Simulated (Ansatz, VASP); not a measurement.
## ZnS in VASP and in Ansatz

```
CELL_PARAMETERS angstrom
0.02119 2.71528 2.71528
2.71528 0.02119 2.71528
2.71528 2.71528 0.02119
ATOMIC_POSITIONS crystal
Zn 0.00066 0.00066 0.00066
S 0.24934 0.24934 0.24934
```

Change from the starting cell: shear_111 strain +1.2%.

Alike in both runs: task single point; functional HSE06; k mesh 6 × 6 × 6; no spin polarisation.

|  | VASP | Ansatz |
| --- | --- | --- |
| version | VASP 6.6.1 | Ansatz 0.2.0 |
| potentials or method | VASP PAW PBE potentials, release 64 (Zn, S) | plane waves, PAW |
| plane-wave cutoff (eV) | 520 | 420 |
| occupations | gaussian, width 0.01 eV | fixed |
| valence electrons in the cell | 18 | 18 |

|  | VASP | Ansatz | Ansatz less VASP |
| --- | --- | --- | --- |
| gap on the k mesh at the Fermi level (eV) | 3.29 | 3.30 | +0.011 |
| pressure (GPa) | 0.7 | 0.7 | -0.02 |
| traceless stress, the component that is largest in VASP (GPa) | -0.39 | -0.39 | +0.002 |

Ansatz's warnings: stress exchange threshold loose, stress scf threshold loose.
